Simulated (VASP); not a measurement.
# CdSe (P1) in VASP: single point with PBE

Aim: the single point of CdSe with PBE.

All numbers are computed with VASP 6.6.1; they aren't measurements. Logs are shortened: lines on timing, memory, paths and dates and some standing lists are left out, and cuts for length are marked.

**1. The cell of the first run**

The typed cell holds 2 atoms: a = 4.304 Å, b = 4.320 Å, c = 4.296 Å, α = 59.57°, β = 59.65°, γ = 59.23°.

**2. Single point, PBE (atoms moved at random and the cell strained at random)**

INCAR

```
PREC     = Accurate       # precision mode
ENCUT    = 520            # plane-wave cutoff, eV
EDIFF    = 1E-6           # SCF threshold, eV
ISMEAR   = 0              # smearing method
SIGMA    = 0.05           # smearing width, eV
LREAL    = False          # projectors in reciprocal space
LASPH    = True           # aspherical terms in the spheres
NELM     = 100            # most SCF steps
ALGO     = Normal         # electronic algorithm
ISIF     = 2              # what is computed and relaxed
LWAVE    = False          # write WAVECAR
LCHARG   = False          # write CHGCAR
GGA      = PE             # functional
NBANDS   = 16             # bands
```

KPOINTS

```
Automatic mesh
0
Gamma
  10 10 10
```

POSCAR

```
CdSe
1.0
    0.0274482245      3.0290067537      3.0569155189
    3.0456783263      0.0205094116      3.0638543318
    3.0426080551      3.0328752954      0.0235796828
Cd Se
1 1
Direct
   -0.0062339770      0.0072762302      0.0214834442
    0.7562339770      0.7427237698      0.7285165558
```

Potentials or basis: VASP PAW PBE potentials, release 64 (Cd, Se).

Run with:

```
$ cat potpaw_PBE.64/Cd/POTCAR potpaw_PBE.64/Se/POTCAR > POTCAR
$ mpirun -np 1 vasp_std > vasp.out
```

OUTCAR:

```text
PREC = Accurate
   ENCUT = 520
   EDIFF = 1E-6
   ISMEAR = 0
   LREAL = False
   LASPH = True
   NELM = 100
   ISIF = 2
   GGA = PE

 ion  position               nearest neighbor table
   1  0.994  0.007  0.021-   2 2.47   2 2.58   2 2.67   2 2.81
   2  0.756  0.743  0.729-   1 2.47   1 2.58   1 2.67   1 2.81

  LATTYP: Found a triclinic cell.
 ALAT       =     4.2769533624
 B/A-ratio  =     0.9963987654
 C/A-ratio  =     1.0044733564
 COS(alpha) =     0.0032257814
 COS(beta)  =     0.4960312852
 COS(gamma) =     0.4975054046

  Lattice vectors:

 A1 = (  -3.0151598306,  -0.0038685417,   3.0333358361)
 A2 = (  -3.0182301018,   3.0084973421,  -0.0069388129)
 A3 = (  -3.0426080551,  -3.0328752954,  -0.0235796828)

Analysis of symmetry for initial positions (statically):
=====================================================================
 Subroutine PRICEL returns:
 Original cell was already a primitive cell.

 Routine SETGRP: Setting up the symmetry group for a
 triclinic supercell.

 Subroutine GETGRP returns: Found  1 space group operations
 (whereof  1 operations were pure point group operations)
 out of a pool of  2 trial point group operations.

The static configuration has the point symmetry C_1 .

Analysis of symmetry for dynamics (positions and initial velocities):
=====================================================================
 Subroutine PRICEL returns:
 Original cell was already a primitive cell.

 Routine SETGRP: Setting up the symmetry group for a
 triclinic supercell.

 Subroutine GETGRP returns: Found  1 space group operations
 (whereof  1 operations were pure point group operations)
 out of a pool of  2 trial point group operations.

The dynamic configuration has the point symmetry C_1 .

 Subroutine INISYM returns: Found  1 space group operations
 (whereof  1 operations are pure point group operations),
 and found     1 'primitive' translations

----------------------------------------------------------------------------------------

                                     Primitive cell

  volume of cell :      55.8106

  direct lattice vectors                    reciprocal lattice vectors
     0.027448224  3.029006754  3.056915519    -0.166488107  0.165744292  0.164390942
     3.045678326  0.020509412  3.063854332     0.164839962 -0.166641197  0.163639703
     3.042608055  3.032875295  0.023579683     0.165161037  0.165314127 -0.165287847

  length of vectors
     4.303529692  4.320159774  4.296085699     0.286729563  0.285866147  0.286228932

  position of ions in fractional coordinates (direct lattice)
     0.993766023  0.007276230  0.021483444
     0.756233977  0.742723770  0.728516556

  ion indices of the primitive-cell ions
   primitive index   ion index
                 1           1
                 2           2

----------------------------------------------------------------------------------------

 KPOINTS: Automatic mesh

Automatic generation of k-mesh.
 Grid dimensions read from file:
 generate k-points for:   10   10   10

 Generating k-lattice:

  Cartesian coordinates                     Fractional coordinates (reciprocal lattice)
    -0.016648811  0.016574429  0.016439094     0.100000000 -0.000000000 -0.000000000
     0.016483996 -0.016664120  0.016363970     0.000000000  0.100000000 -0.000000000
     0.016516104  0.016531413 -0.016528785    -0.000000000  0.000000000  0.100000000

  Length of vectors
     0.028672956  0.028586615  0.028622893

  Shift w.r.t. Gamma in fractional coordinates (k-lattice)
     0.000000000  0.000000000  0.000000000

 Subroutine IBZKPT returns following result:
 ===========================================

 Found    504 irreducible k-points:

 Following reciprocal coordinates:
            Coordinates               Weight
  0.000000  0.000000  0.000000      1.000000
  0.100000 -0.000000 -0.000000      2.000000
  0.200000 -0.000000 -0.000000      2.000000
  0.300000 -0.000000  0.000000      2.000000
  0.400000 -0.000000 -0.000000      2.000000
  0.500000 -0.000000  0.000000      1.000000
[... 16 lines left out ...]
 -0.400000  0.200000  0.000000      2.000000
 -0.300000  0.200000  0.000000      2.000000
 [... further k-points ...]
   k-points           NKPTS =    504   k-points in BZ     NKDIM =    504   number of bands    NBANDS=     16
   number of dos      NEDOS =    301   number of ions     NIONS =      2
   total plane-waves  NPLWV =  32768
   dimension x,y,z NGX =    32 NGY =   32 NGZ =   32
   dimension x,y,z NGXF=    64 NGYF=   64 NGZF=   64
   ions per type =               1   1
   NGX,Y,Z   is equivalent  to a cutoff of  12.36, 12.31, 12.38 a.u.
   NGXF,Y,Z  is equivalent  to a cutoff of  24.72, 24.63, 24.77 a.u.
 SYSTEM =  unknown system
   PREC   = accura    normal or accurate (medium, high low for compatibility)
   ISTART =      0    job   : 0-new  1-cont  2-samecut
   ICHARG =      2    charge: 1-file 2-atom 10-const
   ISPIN  =      1    spin polarized calculation?
   LNONCOLLINEAR =      F non collinear calculations
   LSORBIT =      F    spin-orbit coupling
   LASPH  =      T    aspherical Exc in radial PAW
   ENCUT  =  520.0 eV  38.22 Ry    6.18 a.u.   8.00  8.03  7.99*2*pi/ulx,y,z
   NELM   =    100;   NELMIN=  2; NELMDL= -5     # of ELM steps
   EDIFF  = 0.1E-05   stopping-criterion for ELM
   LREAL  =      F    real-space projection
   EDIFFG = 0.1E-04   stopping-criterion for IOM
   NSW    =      0    number of steps for IOM
   IBRION =     -1    ionic relax: 0-MD 1-quasi-New 2-CG
   NFREE  =      0    steps in history (QN), initial steepest desc. (CG)
   ISIF   =      2    stress and relaxation
   ISYM   =      2    0-nonsym 1-usesym 2-fastsym
   POTIM  = 0.5000    time-step for ionic-motion
   TEBEG  =    0.0;   TEEND  =   0.0 temperature during run
   PSTRESS=    0.0 pullay stress
   NELECT =      18.0000    total number of electrons
   NUPDOWN=      -1.0000    fix difference up-down
   EMIN   =  10.00;   EMAX   =-10.00  energy-range for DOS
   EFERMI =   0.00;   METHOD = LEGACY
   ISMEAR =     0;   SIGMA  =   0.05  broadening in eV -4-tet -1-fermi 0-gaus
   EFERMI_NEDOS =   21; number of points for ismear=-14 and -15
   IALGO  =     38    algorithm
   IMIX   =      4    mixing-type and parameters
     AMIX     =   0.40;   BMIX     =  1.00
     AMIX_MAG =   1.60;   BMIX_MAG =  1.00
  volume/ion in A,a.u.               =      27.91       188.31
  Fermi-wavevector in a.u.,A,eV,Ry     =   1.122691  2.121577 17.149245  1.260434
  Thomas-Fermi vector in A             =   2.259352
   LORBIT       =      0    0 simple, 1 ext, 2 COOP (PROOUT), +10 PAW based schemes
   GGA     = PE    functional components
   LHFCALC =     F    Hartree Fock is set to
   AEXX    =    0.0000 exact exchange contribution
   IVDW    =     0    specifies the selected vdW correction
   LEPSILON=     F    determine dielectric tensor
   LRPA    =     F    only Hartree local field effects (RPA)
 non-spin polarized calculation
 Gauss-broadening in eV      SIGMA  =   0.05
  energy-cutoff  :      520.00
  volume of cell :       55.81
 maximum number of plane-waves:      1526
   NGX = 17   NGY = 17   NGZ = 15

 number of electron      18.0000000 magnetization

 Free energy of the ion-electron system (eV)
  ---------------------------------------------------
  ext. energy  EPLUGINS =         0.00000000
  ---------------------------------------------------
  free energy    TOTEN  =        -5.34238730 eV

  energy without entropy =       -5.34238730  energy(sigma->0) =       -5.34238730

 E-fermi :   1.2577     XC(G=0):  -8.9198

 val. band max:        1.0600946742   @ k =   0.0000   0.0000   0.0000
 cond. band min:       1.6894494373   @ k =   0.0000   0.0000   0.0000
 fundamental gap:      0.6293547630
 Fermi energy:         1.2576553267

 k-point     1 :       0.0000    0.0000    0.0000
  band No.  band energies     occupation
      1     -11.6900      2.00000
      2      -7.1224      2.00000
      3      -7.0151      2.00000
      4      -6.8814      2.00000
      5      -6.6249      2.00000
      6      -6.6120      2.00000
[... 8 lines left out ...]
     15      12.0058      0.00000
     16      12.1222      0.00000

 k-point     2 :       0.1000   -0.0000   -0.0000
  band No.  band energies     occupation
      1     -11.6546      2.00000
      2      -7.1089      2.00000
      3      -6.9948      2.00000
      4      -6.8652      2.00000
      5      -6.6254      2.00000
      6      -6.6110      2.00000
[... 8 lines left out ...]
     15      11.4912      0.00000
     16      11.5973      0.00000

 k-point     3 :       0.2000   -0.0000   -0.0000
  band No.  band energies     occupation
      1     -11.5612      2.00000
      2      -7.0733      2.00000
      3      -6.9479      2.00000
      4      -6.8014      2.00000
      5      -6.6253      2.00000
      6      -6.6034      2.00000
[... 8 lines left out ...]
     15      11.0461      0.00000
     16      11.4235      0.00000

 k-point     4 :       0.3000   -0.0000    0.0000
  band No.  band energies     occupation
      1     -11.4444      2.00000
      2      -7.0301      2.00000
      3      -6.9153      2.00000
      4      -6.6644      2.00000
      5      -6.6178      2.00000
      6      -6.5718      2.00000
[... 8 lines left out ...]
     15      11.2647      0.00000
     16      11.4509      0.00000

 k-point     5 :       0.4000   -0.0000   -0.0000
  band No.  band energies     occupation
      1     -11.3493      2.00000
      2      -6.9978      2.00000
      3      -6.9043      2.00000
      4      -6.6199      2.00000
      5      -6.5846      2.00000
      6      -6.4046      2.00000
[... 8 lines left out ...]
     15      12.1757      0.00000
     16      12.4382      0.00000

 k-point     6 :       0.5000   -0.0000    0.0000
  band No.  band energies     occupation
      1     -11.3129      2.00000
      2      -6.9864      2.00000
      3      -6.9023      2.00000
      4      -6.6148      2.00000
      5      -6.5738      2.00000
      6      -6.2881      2.00000
[... 8 lines left out ...]
     15      13.0232      0.00000
     16      13.4713      0.00000
[... 267 lines left out ...]
 k-point    21 :       0.4000    0.2000   -0.0000
  band No.  band energies     occupation
      1     -11.3311      2.00000
      2      -6.9608      2.00000
      3      -6.8562      2.00000
      4      -6.7073      2.00000
      5      -6.5878      2.00000
      6      -6.4410      2.00000
[... 8 lines left out ...]
     15      13.1488      0.00000
     16      13.2618      0.00000

 k-point    22 :       0.5000    0.2000    0.0000
  band No.  band energies     occupation
      1     -11.2676      2.00000
      2      -6.9448      2.00000
      3      -6.8489      2.00000
      4      -6.6646      2.00000
      5      -6.5877      2.00000
      6      -6.2672      2.00000
[... 8 lines left out ...]
     15      13.2504      0.00000
     16      13.4456      0.00000

 k-point    23 :      -0.4000    0.2000    0.0000
  band No.  band energies     occupation
      1     -11.2592      2.00000
      2      -6.9486      2.00000
      3      -6.8489      2.00000
      4      -6.6415      2.00000
      5      -6.5960      2.00000
      6      -6.2236      2.00000
[... 8 lines left out ...]
     15      12.1167      0.00000
     16      13.0955      0.00000

 k-point    24 :      -0.3000    0.2000    0.0000
  band No.  band energies     occupation
      1     -11.3087      2.00000
      2      -6.9732      2.00000
      3      -6.8485      2.00000
      4      -6.6524      2.00000
      5      -6.5994      2.00000
      6      -6.3668      2.00000
[... 8 lines left out ...]
     15      12.4410      0.00000
     16      13.4984      0.00000

 [... further k-points ...]

------------------------ aborting loop because EDIFF is reached ----------------------------------------

  FORCE on cell =-STRESS in cart. coord.  units (eV):
  Direction    XX          YY          ZZ          XY          YZ          ZX
  --------------------------------------------------------------------------------------
  -------------------------------------------------------------------------------------
  Total        1.4509150      1.6745746      1.7373628      0.1782683     -1.4107022     -0.8516561
  in kB       41.6519853     48.0726685     49.8751546      5.1176189    -40.4975802    -24.4488257
  external PRESSURE =      46.5332695 kB  Pullay stress =       0.0000000 kB

 VOLUME and BASIS-vectors are now :
 -----------------------------------------------------------------------------
  energy-cutoff  :      520.00
  volume of cell :       55.81
      direct lattice vectors                 reciprocal lattice vectors
     0.027448224  3.029006754  3.056915519    -0.166488107  0.165744292  0.164390942
     3.045678326  0.020509412  3.063854332     0.164839962 -0.166641197  0.163639703
     3.042608055  3.032875295  0.023579683     0.165161037  0.165314127 -0.165287847

 POSITION                                       TOTAL-FORCE (eV/Angst)
 -----------------------------------------------------------------------------------
      0.11480      3.07543      3.06066        -0.946863     -0.561236      0.262678
      4.49945      4.51537      4.60452         0.946863      0.561236     -0.262678
 -----------------------------------------------------------------------------------
    total drift:                                0.000220      0.000041     -0.000057

  FREE ENERGIE OF THE ION-ELECTRON SYSTEM (eV)
  ---------------------------------------------------
  free  energy   TOTEN  =        -5.3423873048 eV

  energy  without entropy=       -5.3423873048  energy(sigma->0) =       -5.34238730
```

It took 3.5 min on 1 thread of Intel Xeon Platinum 8488C (Sapphire Rapids), shared host; peak memory 0.55 GiB.

What came out:

| Quantity | Value |
| --- | --- |
| Free energy | -5.3424 eV |
| Pressure | 4.7 GPa |
| Largest force | 1.132 eV/Å |
| Band gap on the k mesh | 0.63 eV, direct |

Forces in eV/Å, atoms in the order of the input:
```
Cd  -0.947 -0.561  0.263
Se   0.947  0.561 -0.263
```

Caveat: the cell differs from its parent crystal (atoms moved at random and the cell strained at random); forces of over 1 eV/Å act on the atoms, so gaps and moduli don't describe the material at rest.
